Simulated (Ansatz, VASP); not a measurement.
**Al4N3 in VASP and in Ansatz**

```
Al N
1.0
     0.00000   -4.40317    0.00000
     0.00000    0.00000   -4.40317
     4.40317    0.00000    0.00000
Al N
4 3
Direct
  0.99663 0.99663 0.99663
  0.50337 0.99663 0.50337
  0.99663 0.50337 0.50337
  0.50337 0.50337 0.99663
  0.25000 0.75000 0.25000
  0.75000 0.25000 0.25000
  0.25000 0.25000 0.75000
```

Change from the starting cell: N vacancy (site c), charge +0, atoms relaxed at the host's cell.

Alike in both runs: functional PBE; k mesh 3 × 3 × 3; occupations gaussian, width 0.01 eV; collinear spin.

Ansatz relaxed the structure, and its values are those at the end. VASP's run is a single point on that final structure, the one shown.

|  | VASP | Ansatz |
| --- | --- | --- |
| version | VASP 6.6.1 | Ansatz 0.2.0 |
| potentials or method | VASP PAW PBE potentials, release 64 (Al, N), cutoff 520 eV | scalar-relativistic, plane waves, PAW |
| valence electrons in the cell | 27 | 27 |

VASP gave:

```
gap on the k mesh at the Fermi level (eV) : none
rms of the force components (eV/Å)        : 0.007
net moment per atom (μB)                  : 0.07
```

Q: Which values does Ansatz return?

A: gap on the k mesh at the Fermi level (eV): none; rms of the force components (eV/Å): 0.000; net moment per atom (μB): 0.07.

A gap of «none» marks a metal or a gap that the smearing closes.

The k mesh is coarse, so the values compare programs but aren't converged.
